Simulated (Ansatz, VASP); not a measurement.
## Se in VASP and in Ansatz

```
Se
1.0
     4.45183    0.00000    0.00000
    -2.22592    3.85540    0.00000
     0.00000    0.00000    5.05075
Se
3
Direct
  0.77460 0.77460 0.00000
  0.00000 0.22540 0.66667
  0.22540 0.00000 0.33333
```

Change from the starting cell: volume scaled by 1.06.

Alike in both runs: task single point; functional PBEsol; k mesh 7 × 7 × 6; occupations fermi-dirac, width 0.05 eV; no spin polarisation.

```csv
,VASP,Ansatz
version,VASP 6.6.1,Ansatz 0.2.0
potentials or method,"VASP PAW PBE potentials, release 64 (Se), cutoff 520 eV","all-electron LAPW, scalar-relativistic"
```

VASP gave:

```
gap on the k mesh at the Fermi level (eV)                     : 1.11
least direct gap on the mesh (eV)                             : 1.36
pressure (GPa)                                                : -2.6
traceless stress, the component that is largest in VASP (GPa) : -0.16
rms of the force components (eV/Å)                            : 0.139
```

Problem. What did Ansatz give for the same quantities?

Solution. gap on the k mesh at the Fermi level (eV): 1.13; least direct gap on the mesh (eV): 1.38; pressure (GPa): -2.7; traceless stress, the component that is largest in VASP (GPa): -0.21; rms of the force components (eV/Å): 0.161.

VASP's potentials were made for PBE, not for PBEsol. Atom by atom the forces differ by 0.022 eV/Å (rms over components). Ansatz ran all-electron here, and VASP with PAW potentials.
